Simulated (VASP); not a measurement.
**HfB2: relaxation of cell and atoms with PBE**

The system is HfB2.

```
Hf B
1.0
     4.93261    0.00000    0.00000
     0.00000    2.62653    2.82586
     0.00000   -2.62653    2.82586
Hf B
2 4
Cartesian
  1.2332 0.0258 0.4637
  3.6995 -0.0258 0.4637
  1.2332 0.3771 4.3602
  3.6995 -0.3771 4.3602
  0.0000 0.0000 4.9183
  2.4663 0.0000 4.9183
```

* Program: VASP 6.6.1
* Task: relaxation of cell and atoms
* Functional: PBE
* Potentials or basis: VASP PAW PBE potentials, release 64 (Hf_pv, B)
* Cutoff: 600 eV
* k mesh: 4 × 4 × 4
* Occupations: gaussian, width 0.1 eV
* Spin: no spin polarisation
* Dipole correction: no
* Further INCAR settings: ALGO = Normal; EDIFF = 1e-06; IBRION = 2; EDIFFG = -0.04; NSW = 90; ISIF = 3

```yaml
Relaxed_volume: 11.89 Å³/atom
Relaxed_cell: a = 6.346 Å, b = 3.352 Å, c = 3.352 Å, α = 90.02°, β = 90.00°, γ = 90.00°
Space_group_after_relaxing_to_0.05_Å: P4/mmm (No. 123)
Energy_gained_by_relaxing: 4038.0 meV/atom
Ionic_steps: 42
Pressure_after_relaxing: -0.1 GPa
Largest_force_after_relaxing: 0.038 eV/Å
Band_gap_on_the_k_mesh: zero (band 16 reaches 6.16 eV, above the bottom of band 17 at 4.58 eV)
```

Forces on the atoms (eV/Å):
```
Hf   0.000  0.012  0.006
Hf   0.000 -0.012  0.006
B    0.000 -0.022 -0.031
B    0.000  0.022 -0.031
B    0.000  0.000  0.025
B    0.000  0.000  0.025
```

Stress tensor (GPa, compression positive):
```
-0.29  0.00  0.00
 0.00 -0.02  0.00
 0.00  0.00  0.11
```

Step by step:
```
step  energy change (eV)  largest force (eV/Å)  pressure (GPa)  volume (Å³)
   1              0.0000               29.5330          127.81        73.22
   3             -6.8382                1.5917          -20.71       189.06
   5            -15.5961                3.6375          -19.03       117.56
   7            -18.2098                2.5257            5.83        86.23
   9            -21.3290                2.8302          -18.54        90.41
  11            -23.0703                2.6368            4.30        72.00
  13            -23.6980                1.0221            1.86        72.35
  15            -23.8429                0.4570           -1.38        73.01
  17            -23.9355                0.8746           -0.43        71.97
  19            -24.0104                0.3732            1.87        71.04
  21            -24.0746                0.5157            0.23        71.47
  23            -24.1360                0.3765           -2.06        72.13
  25            -24.1642                0.4488           -1.31        71.84
  27            -24.1882                0.2092            1.79        70.57
  29            -24.1988                0.2141            0.02        71.14
  31            -24.2090                0.1583           -0.97        71.71
  33            -24.2196                0.1567            0.94        70.95
  35            -24.2235                0.0964            0.06        71.20
  37            -24.2264                0.0770           -0.25        71.41
  39            -24.2272                0.0370            0.25        71.22
  41            -24.2277                0.0524            0.00        71.28
  42            -24.2281                0.0377           -0.07        71.31
```

Final structure:
```cif
data_structure
_symmetry_space_group_name_H-M 'P 1'
_symmetry_Int_Tables_number 1
_cell_length_a 6.3465
_cell_length_b 3.3521
_cell_length_c 3.3521
_cell_angle_alpha 90.024
_cell_angle_beta 90.000
_cell_angle_gamma 90.000
_cell_volume 71.31
loop_
_atom_site_label
_atom_site_type_symbol
_atom_site_fract_x
_atom_site_fract_y
_atom_site_fract_z
_atom_site_occupancy
Hf1 Hf 0.25000 0.24314 0.24199 1
Hf2 Hf 0.75000 0.24199 0.24314 1
B1 B 0.25000 0.74394 0.74217 1
B2 B 0.75000 0.74217 0.74394 1
B3 B 0.00000 0.73815 0.73815 1
B4 B 0.50000 0.73815 0.73815 1
```

Levels at points of the mesh, in eV from the Fermi level:
```
           k point  band 12  band 13  band 14  band 15  band 16  band 17  band 18  band 19  band 20
(0.00, 0.00, 0.00)    -1.31    -1.24    -1.22    -0.30    -0.30    -0.30     2.03     2.03     3.32
(0.50, 0.00, 0.00)    -0.86    -0.82    -0.82    -0.80    -0.80     0.80     0.80     3.04     3.04
(0.00, 0.50, 0.00)    -4.09    -3.45    -1.85    -1.71    -1.03     2.27     2.50     2.95     4.73
(0.50, 0.50, 0.00)    -5.69    -2.78    -2.78    -0.55    -0.55     3.35     3.35     3.54     3.55
(0.00, 0.50, 0.50)    -3.57    -3.51    -3.51    -1.09    -0.29    -0.28     2.80     2.80     4.01
(0.50, 0.50, 0.50)    -3.73    -3.72    -3.72     0.88     0.88     0.88     0.88     1.09     1.09
```

It took 16 min on 1 thread of Intel(R) Xeon(R) Platinum 8259CL CPU @ 2.50GHz (Skylake/Cascade Lake), with other jobs on the host, peak memory 0.23 GiB.

Caveat: the k points lie up to 0.47 Å⁻¹ apart in the final cell; spin-orbit coupling is left out, which moves the levels of the heavy elements.
